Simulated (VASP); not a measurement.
# NaCl (Fm-3m) in VASP: further runs

NaCl is run at these levels: r2SCAN; tasks: single point.

All numbers are computed with VASP 6.6.1; they aren't measurements. Logs are shortened: lines on timing, memory, paths and dates and some standing lists are left out, and cuts for length are marked.

## (1) The cell of the first run

The structure is cubic, space group Fm-3m (No. 225). The conventional cell has a = 5.570 Å, b = 5.570 Å, c = 5.570 Å, α = 90.00°, β = 90.00°, γ = 90.00°. Na (site symmetry m-3m) has 6 Cl at 2.78 Å within 3.7 Å. Cl (site symmetry m-3m) has 6 Na at 2.78 Å within 3.7 Å.

## (2) Single point, r2SCAN

The input, POSCAR:

```
NaCl
1.0
    0.0000000000      2.7849690700      2.7849690700
    2.7849690700      0.0000000000      2.7849690700
    2.7849690700      2.7849690700      0.0000000000
Na Cl
1 1
Direct
    0.0000000000      0.0000000000      0.0000000000
    0.5000000000      0.5000000000      0.5000000000
```

The input, INCAR.step1:

```
SYSTEM = NaCl
PREC = Accurate
ENCUT = 520
ISMEAR = -1
SIGMA = 0.02
LREAL = .False.
LASPH = .True.
NELM = 60
NBANDS = 14
GGA = PE
ALGO = Normal
EDIFF = 1E-4
LWAVE = .True.
LCHARG = .False.
```

The input, INCAR.step2:

```
SYSTEM = NaCl
PREC = Accurate
ENCUT = 520
EDIFF = 1E-6
ISMEAR = -1
SIGMA = 0.02
LREAL = .False.
LASPH = .True.
NELM = 60
ALGO = Normal
ISIF = 2
LWAVE = .False.
LCHARG = .True.
METAGGA = R2SCAN
LMIXTAU = .True.
LELF = .True.
LVHAR = .True.
NBANDS = 14
ISTART = 1
```

The input, KPOINTS:

```
Automatic mesh
0
Gamma
  10 10 10
  0 0 0
```

Potentials or basis: VASP PAW PBE potentials, release 64 (Na_pv, Cl).

Command:

```sh
> cat potpaw_PBE.64/Na_pv/POTCAR potpaw_PBE.64/Cl/POTCAR > POTCAR
> cp INCAR.step1 INCAR
> mpirun -np 1 vasp_std > vasp.out
> cp INCAR.step2 INCAR
> mpirun -np 1 vasp_std > vasp.out
```

OUTCAR:

```text
SYSTEM = NaCl
   PREC = Accurate
   ENCUT = 520
   EDIFF = 1E-6
   ISMEAR = -1
   LREAL = .False.
   LASPH = .True.
   NELM = 60
   ISIF = 2
   METAGGA = R2SCAN
   ISTART = 1

 ion  position               nearest neighbor table
   1  0.000  0.000  0.000-
   2  0.500  0.500  0.500-

  LATTYP: Found a face centered cubic cell.
 ALAT       =     5.5699381400

  Lattice vectors:

 A1 = (   0.0000000000,   2.7849690700,   2.7849690700)
 A2 = (   2.7849690700,   0.0000000000,   2.7849690700)
 A3 = (   2.7849690700,   2.7849690700,   0.0000000000)

Analysis of symmetry for initial positions (statically):
=====================================================================
 Subroutine PRICEL returns:
 Original cell was already a primitive cell.

 Routine SETGRP: Setting up the symmetry group for a
 face centered cubic supercell.

 Subroutine GETGRP returns: Found 48 space group operations
 (whereof 48 operations were pure point group operations)
 out of a pool of 48 trial point group operations.

The static configuration has the point symmetry O_h .

Analysis of symmetry for dynamics (positions and initial velocities):
=====================================================================
 Subroutine PRICEL returns:
 Original cell was already a primitive cell.

 Routine SETGRP: Setting up the symmetry group for a
 face centered cubic supercell.

 Subroutine GETGRP returns: Found 48 space group operations
 (whereof 48 operations were pure point group operations)
 out of a pool of 48 trial point group operations.

The dynamic configuration has the point symmetry O_h .

 Subroutine INISYM returns: Found 48 space group operations
 (whereof 48 operations are pure point group operations),
 and found     1 'primitive' translations

----------------------------------------------------------------------------------------

                                     Primitive cell

  volume of cell :      43.2007

  direct lattice vectors                    reciprocal lattice vectors
     0.000000000  2.784969070  2.784969070    -0.179535208  0.179535208  0.179535208
     2.784969070  0.000000000  2.784969070     0.179535208 -0.179535208  0.179535208
     2.784969070  2.784969070  0.000000000     0.179535208  0.179535208 -0.179535208

  length of vectors
     3.938541030  3.938541030  3.938541030     0.310964101  0.310964101  0.310964101

  position of ions in fractional coordinates (direct lattice)
     0.000000000  0.000000000  0.000000000
     0.500000000  0.500000000  0.500000000

  ion indices of the primitive-cell ions
   primitive index   ion index
                 1           1
                 2           2

----------------------------------------------------------------------------------------

 KPOINTS: Automatic mesh

Automatic generation of k-mesh.
 Grid dimensions read from file:
 generate k-points for:   10   10   10

 Generating k-lattice:

  Cartesian coordinates                     Fractional coordinates (reciprocal lattice)
    -0.017953521  0.017953521  0.017953521     0.100000000  0.000000000  0.000000000
     0.017953521 -0.017953521  0.017953521     0.000000000  0.100000000  0.000000000
     0.017953521  0.017953521 -0.017953521     0.000000000  0.000000000  0.100000000

  Length of vectors
     0.031096410  0.031096410  0.031096410

  Shift w.r.t. Gamma in fractional coordinates (k-lattice)
     0.000000000  0.000000000  0.000000000

 Subroutine IBZKPT returns following result:
 ===========================================

 Found     47 irreducible k-points:

 Following reciprocal coordinates:
            Coordinates               Weight
  0.000000  0.000000  0.000000      1.000000
  0.100000  0.000000  0.000000      8.000000
  0.200000  0.000000  0.000000      8.000000
  0.300000  0.000000  0.000000      8.000000
  0.400000  0.000000  0.000000      8.000000
  0.500000  0.000000  0.000000      4.000000
[... 16 lines left out ...]
  0.300000  0.300000  0.000000      6.000000
  0.400000  0.300000  0.000000     24.000000
 [... further k-points ...]
   k-points           NKPTS =     47   k-points in BZ     NKDIM =     47   number of bands    NBANDS=     14
   number of dos      NEDOS =    301   number of ions     NIONS =      2
   total plane-waves  NPLWV =  27000
   dimension x,y,z NGX =    30 NGY =   30 NGZ =   30
   dimension x,y,z NGXF=    60 NGYF=   60 NGZF=   60
   ions per type =               1   1
   NGX,Y,Z   is equivalent  to a cutoff of  12.66, 12.66, 12.66 a.u.
   NGXF,Y,Z  is equivalent  to a cutoff of  25.33, 25.33, 25.33 a.u.
 SYSTEM =  NaCl
   PREC   = accura    normal or accurate (medium, high low for compatibility)
   ISTART =      1    job   : 0-new  1-cont  2-samecut
   ICHARG =      0    charge: 1-file 2-atom 10-const
   ISPIN  =      1    spin polarized calculation?
   LNONCOLLINEAR =      F non collinear calculations
   LSORBIT =      F    spin-orbit coupling
   LASPH  =      T    aspherical Exc in radial PAW
[... 27 lines left out ...]
   METAGGA = R2SCAN    functional components
   LHFCALC =     F    Hartree Fock is set to
   AEXX    =    0.0000 exact exchange contribution
   IVDW    =     0    specifies the selected vdW correction
   LEPSILON=     F    determine dielectric tensor
   LRPA    =     F    only Hartree local field effects (RPA)
 non-spin polarized calculation
  energy-cutoff  :      520.00
  volume of cell :       43.20
 maximum number of plane-waves:      1211
 NGX is ok and might be reduce to    30
   NGX = 15   NGY = 15   NGZ = 15

 number of electron      14.0000009 magnetization

 Free energy of the ion-electron system (eV)
  ---------------------------------------------------
  ext. energy  EPLUGINS =         0.00000000
  ---------------------------------------------------
  free energy    TOTEN  =       -13.78934420 eV

  energy without entropy =      -13.78934420  energy(sigma->0) =      -13.78934420

 E-fermi :  -0.4563     XC(G=0):  -8.8210

 val. band max:       -0.9433265340   @ k =   0.0000   0.0000   0.0000
 cond. band min:       5.1366936303   @ k =   0.0000   0.0000   0.0000
 fundamental gap:      6.0800201643
 Fermi energy:        -0.4563242128

 k-point     1 :       0.0000    0.0000    0.0000
  band No.  band energies     occupation
      1     -22.3957      2.00000
      2     -22.3953      2.00000
      3     -22.3953      2.00000
      4     -14.2542      2.00000
      5      -0.9433      2.00000
      6      -0.9433      2.00000
      7      -0.9433      2.00000
      8       5.1367      0.00000
      9      10.8509      0.00000
     10      10.8509      0.00000
     11      10.8509      0.00000
     12      13.1484      0.00000
     13      13.1484      0.00000
     14      14.8247      0.00000

 k-point     2 :       0.1000    0.0000    0.0000
  band No.  band energies     occupation
      1     -22.3987      2.00000
      2     -22.3959      2.00000
      3     -22.3955      2.00000
      4     -14.2198      2.00000
      5      -1.1960      2.00000
      6      -0.9737      2.00000
      7      -0.9737      2.00000
      8       5.4724      0.00000
      9      10.4692      0.00000
     10      10.9995      0.00000
     11      10.9996      0.00000
     12      12.9949      0.00000
     13      12.9949      0.00000
     14      15.5603      0.00000

 k-point     3 :       0.2000    0.0000    0.0000
  band No.  band energies     occupation
      1     -22.4073      2.00000
      2     -22.3964      2.00000
      3     -22.3961      2.00000
      4     -14.1277      2.00000
      5      -1.7743      2.00000
      6      -1.0516      2.00000
      7      -1.0516      2.00000
      8       6.2286      0.00000
      9       9.9464      0.00000
     10      11.2482      0.00000
     11      11.2484      0.00000
     12      12.9395      0.00000
     13      12.9396      0.00000
     14      16.2801      0.00000
[... 324 lines left out ...]
 k-point    23 :       0.3000    0.3000    0.0000
  band No.  band energies     occupation
      1     -22.4126      2.00000
      2     -22.4014      2.00000
      3     -22.4012      2.00000
      4     -13.9596      2.00000
      5      -2.3059      2.00000
      6      -1.3841      2.00000
      7      -1.3841      2.00000
      8       7.5963      0.00000
      9       8.3531      0.00000
     10      10.6327      0.00000
     11      13.0311      0.00000
     12      13.0311      0.00000
     13      14.3278      0.00000
     14      19.6553      0.00000

 k-point    24 :       0.4000    0.3000    0.0000
  band No.  band energies     occupation
      1     -22.4158      2.00000
      2     -22.4029      2.00000
      3     -22.4023      2.00000
      4     -13.8943      2.00000
      5      -2.5023      2.00000
      6      -1.5379      2.00000
      7      -1.4562      2.00000
      8       7.8836      0.00000
      9       8.2504      0.00000
     10      10.5088      0.00000
     11      13.1556      0.00000
     12      13.8471      0.00000
     13      15.2135      0.00000
     14      18.3191      0.00000

 [... further k-points ...]

------------------------ aborting loop because EDIFF is reached ----------------------------------------

  FORCE on cell =-STRESS in cart. coord.  units (eV):
  Direction    XX          YY          ZZ          XY          YZ          ZX
  --------------------------------------------------------------------------------------
  -------------------------------------------------------------------------------------
  Total        0.1155126      0.1155126      0.1155126      0.0000000     -0.0000000      0.0000000
  in kB        4.2839948      4.2839948      4.2839948      0.0000000     -0.0000000      0.0000000
  external PRESSURE =       4.2839948 kB  Pullay stress =       0.0000000 kB

 VOLUME and BASIS-vectors are now :
 -----------------------------------------------------------------------------
  energy-cutoff  :      520.00
  volume of cell :       43.20
      direct lattice vectors                 reciprocal lattice vectors
     0.000000000  2.784969070  2.784969070    -0.179535208  0.179535208  0.179535208
     2.784969070  0.000000000  2.784969070     0.179535208 -0.179535208  0.179535208
     2.784969070  2.784969070  0.000000000     0.179535208  0.179535208 -0.179535208

 POSITION                                       TOTAL-FORCE (eV/Angst)
 -----------------------------------------------------------------------------------
      0.00000      0.00000      0.00000        -0.000000      0.000000      0.000000
      2.78497      2.78497      2.78497         0.000000     -0.000000     -0.000000
 -----------------------------------------------------------------------------------
    total drift:                               -0.000000      0.000000      0.000000

  FREE ENERGIE OF THE ION-ELECTRON SYSTEM (eV)
  ---------------------------------------------------
  free  energy   TOTEN  =       -13.7893442030 eV

  energy  without entropy=      -13.7893442030  energy(sigma->0) =      -13.78934420
```

Run time: 76 s. Hardware: 1 thread of Intel Xeon 6975P-C (Granite Rapids), shared host; peak memory 0.17 GiB.

What came out:

- Free energy: -13.7893 eV
- Pressure: 0.4 GPa
- Band gap on the k mesh: 6.08 eV

Levels at points of the mesh, in eV from the valence-band top:
```
           k point  band 5  band 6  band 7  band 8  band 9  band 10
(0.00, 0.00, 0.00)    0.00    0.00    0.00    6.08   11.79    11.79
(0.50, 0.00, 0.00)   -2.04   -0.30   -0.30    8.02   11.86    11.86
(0.50, 0.50, 0.00)   -1.78   -0.64   -0.64    8.55    8.58    12.50
```

Caveat: the PAW data sets were made with another functional, which shifts forces and pressure a little.

## (3) Single point, r2SCAN

This run uses another cell than the first one, of 22.04 Å³/atom.

The input, POSCAR:

```
NaCl
1.0
    0.0000000000      2.8037870000      2.8037870000
    2.8037870000      0.0000000000      2.8037870000
    2.8037870000      2.8037870000      0.0000000000
Na Cl
1 1
Direct
    0.0000000000      0.0000000000      0.0000000000
    0.5000000000      0.5000000000      0.5000000000
```

The input, INCAR.step1:

```
SYSTEM = NaCl
PREC     = Accurate       ! precision mode
ENCUT    = 520            ! plane-wave cutoff, eV
ISMEAR   = -1             ! smearing method
SIGMA    = 0.02           ! smearing width, eV
LREAL    = .False.        ! projectors in reciprocal space
LASPH    = .True.         ! aspherical terms in the spheres
NELM     = 100            ! most SCF steps
NBANDS   = 14             ! bands
GGA      = PE             ! functional
ALGO     = Normal         ! electronic algorithm
EDIFF    = 1E-4           ! SCF threshold, eV
LWAVE    = .True.         ! write WAVECAR
LCHARG   = .False.        ! write CHGCAR
```

The input, INCAR.step2:

```
SYSTEM = NaCl
PREC     = Accurate       ! precision mode
ENCUT    = 520            ! plane-wave cutoff, eV
EDIFF    = 1E-7           ! SCF threshold, eV
ISMEAR   = -1             ! smearing method
SIGMA    = 0.02           ! smearing width, eV
LREAL    = .False.        ! projectors in reciprocal space
LASPH    = .True.         ! aspherical terms in the spheres
NELM     = 100            ! most SCF steps
ALGO     = Normal         ! electronic algorithm
ISIF     = 2              ! what is computed and relaxed
LWAVE    = .False.        ! write WAVECAR
LCHARG   = .False.        ! write CHGCAR
METAGGA  = R2SCAN         ! meta-GGA
LMIXTAU  = .True.       
NBANDS   = 14             ! bands
ISTART   = 1
```

KPOINTS is that of step 2.

Potentials or basis: VASP PAW PBE potentials, release 64 (Na_pv, Cl).

Command:

```sh
> cat potpaw_PBE.64/Na_pv/POTCAR potpaw_PBE.64/Cl/POTCAR > POTCAR
> cp INCAR.step1 INCAR
> mpirun -np 1 vasp_std > vasp.out
> cp INCAR.step2 INCAR
> mpirun -np 1 vasp_std > vasp.out
```

Run time: 90 s. Hardware: 1 thread of Intel Xeon 6975P-C (Granite Rapids), shared host; peak memory 0.17 GiB.

The run converged. Its results:

```yaml
Free_energy: -13.7900 eV
Pressure: -0.2 GPa
Band_gap_on_the_k_mesh: 5.99 eV
```

Levels at points of the mesh, in eV from the valence-band top:
```tsv
k point	band 4	band 5	band 6	band 7	band 8	band 9	band 10	band 11
(0.00, 0.00, 0.00)	-13.26	0.00	0.00	0.00	5.99	11.78	11.78	11.78
(0.50, 0.00, 0.00)	-12.90	-1.97	-0.29	-0.29	7.98	11.76	11.81	11.81
(0.50, 0.50, 0.00)	-12.85	-1.73	-0.62	-0.62	8.49	8.60	12.34	16.08
```

Caveat: the PAW data sets were made with another functional, which shifts forces and pressure a little. A k mesh can miss the band edges.

## (4) Single point, r2SCAN

This run uses another cell than the first one, of 22.48 Å³/atom.

The input, POSCAR:

```
NaCl
1.0
    0.0000000000      2.8223556600      2.8223556600
    2.8223556600      0.0000000000      2.8223556600
    2.8223556600      2.8223556600      0.0000000000
Na Cl
1 1
Direct
    0.0000000000      0.0000000000      0.0000000000
    0.5000000000      0.5000000000      0.5000000000
```

The input, INCAR.step1:

```
PREC = Accurate
ENCUT = 520
ISMEAR = -1
SIGMA = 0.02
LREAL = False
LASPH = True
NELM = 100
NBANDS = 14
GGA = PE
ALGO = Normal
EDIFF = 1E-4
LWAVE = True
LCHARG = False
```

The input, INCAR.step2:

```
PREC = Accurate
ENCUT = 520
EDIFF = 1E-7
ISMEAR = -1
SIGMA = 0.02
LREAL = False
LASPH = True
NELM = 100
ALGO = Normal
ISIF = 2
LWAVE = False
LCHARG = True
METAGGA = R2SCAN
LMIXTAU = True
LELF = True
LVHAR = True
NBANDS = 14
ISTART = 1
```

The input, KPOINTS:

```
regular mesh
0
Gamma
  10 10 10
```

Command:

```sh
> cat potpaw_PBE.64/Na_pv/POTCAR potpaw_PBE.64/Cl/POTCAR > POTCAR
> cp INCAR.step1 INCAR
> mpirun -np 1 vasp_std > vasp.out
> cp INCAR.step2 INCAR
> mpirun -np 1 vasp_std > vasp.out
```

Run time: 94 s. Hardware: 1 thread of Intel Xeon 6975P-C (Granite Rapids), shared host; peak memory 0.17 GiB.

Results (log left out):

```
Free energy            : -13.7875 eV
Pressure               : -0.7 GPa
Band gap on the k mesh : 5.91 eV
```

Levels at points of the mesh, in eV from the valence-band top:
```csv
k point,band 3,band 4,band 5,band 6,band 7,band 8,band 9,band 10,band 11,band 12
"(0.00, 0.00, 0.00)",-21.52,-13.22,0.00,0.00,0.00,5.91,11.76,11.76,11.76,14.00
"(0.50, 0.00, 0.00)",-21.53,-12.88,-1.91,-0.28,-0.28,7.94,11.59,11.76,11.76,15.96
"(0.50, 0.50, 0.00)",-21.53,-12.83,-1.68,-0.60,-0.60,8.44,8.62,12.19,15.89,15.89
```

Caveat: the PAW data sets were made with another functional, which shifts forces and pressure a little.

## (5) Single point, r2SCAN

This run uses another cell than the first one, of 22.92 Å³/atom.

The input, POSCAR:

```
NaCl
1.0
    0.0000000000      2.8406831600      2.8406831600
    2.8406831600      0.0000000000      2.8406831600
    2.8406831600      2.8406831600      0.0000000000
Na Cl
1 1
Direct
    0.0000000000      0.0000000000      0.0000000000
    0.5000000000      0.5000000000      0.5000000000
```

The input, INCAR.step1:

```
ALGO     = Normal         # electronic algorithm
EDIFF    = 1E-4           # SCF threshold, eV
ENCUT    = 520            # plane-wave cutoff, eV
GGA      = PE             # functional
ISMEAR   = -1             # smearing method
LASPH    = True           # aspherical terms in the spheres
LCHARG   = False          # write CHGCAR
LREAL    = False          # projectors in reciprocal space
LWAVE    = True           # write WAVECAR
NBANDS   = 14             # bands
NELM     = 100            # most SCF steps
PREC     = Accurate       # precision mode
SIGMA    = 0.02           # smearing width, eV
```

The input, INCAR.step2:

```
ALGO     = Normal         # electronic algorithm
EDIFF    = 1E-7           # SCF threshold, eV
ENCUT    = 520            # plane-wave cutoff, eV
ISIF     = 2              # what is computed and relaxed
ISMEAR   = -1             # smearing method
ISTART   = 1            
LASPH    = True           # aspherical terms in the spheres
LCHARG   = False          # write CHGCAR
LMIXTAU  = True         
LREAL    = False          # projectors in reciprocal space
LWAVE    = False          # write WAVECAR
METAGGA  = R2SCAN         # meta-GGA
NBANDS   = 14             # bands
NELM     = 100            # most SCF steps
PREC     = Accurate       # precision mode
SIGMA    = 0.02           # smearing width, eV
```

The input, KPOINTS:

```
k-points
0
Gamma
  10 10 10
```

Command:

```sh
> cat potpaw_PBE.64/Na_pv/POTCAR potpaw_PBE.64/Cl/POTCAR > POTCAR
> cp INCAR.step1 INCAR
> mpirun -np 1 vasp_std > vasp.out
> cp INCAR.step2 INCAR
> mpirun -np 1 vasp_std > vasp.out
```

It took 82 s on 1 thread of Intel Xeon 6975P-C (Granite Rapids), shared host; peak memory 0.17 GiB.

Results (log left out):

- Free energy: -13.7822 eV
- Pressure: -1.2 GPa
- Band gap on the k mesh: 5.83 eV

Levels at points of the mesh, in eV from the valence-band top:
| k point | band 4 | band 5 | band 6 | band 7 | band 8 | band 9 | band 10 | band 11 |
| --- | --- | --- | --- | --- | --- | --- | --- | --- |
| (0.00, 0.00, 0.00) | -13.17 | 0.00 | 0.00 | 0.00 | 5.83 | 11.74 | 11.74 | 11.74 |
| (0.50, 0.00, 0.00) | -12.85 | -1.86 | -0.27 | -0.27 | 7.90 | 11.43 | 11.72 | 11.72 |
| (0.50, 0.50, 0.00) | -12.81 | -1.62 | -0.59 | -0.59 | 8.38 | 8.63 | 12.04 | 15.71 |

Caveat: the PAW data sets were made with another functional, which shifts forces and pressure a little. A k mesh can miss the band edges.

## (6) The runs side by side

| cell | gap on the mesh (eV) | pressure (GPa) |
| --- | --- | --- |
| a = 3.939 Å, angles 60.0°, 2 atoms | 6.08 | 0.4 |
| a = 3.965 Å, angles 60.0°, 2 atoms | 5.99 | -0.2 |
| a = 3.991 Å, angles 60.0°, 2 atoms | 5.91 | -0.7 |
| a = 4.017 Å, angles 60.0°, 2 atoms | 5.83 | -1.2 |

Alike in all rows: task single point; level r2SCAN; potentials or basis VASP PAW PBE potentials, release 64 (Na_pv, Cl); no spin polarisation; k mesh 10 × 10 × 10; cutoff (eV) 520; smearing fermi-dirac 0.02 eV.

Caveats: the PAW data sets were made with another functional, which shifts forces and pressure a little.

Absolute energies hang on the potentials; compare differences alone.
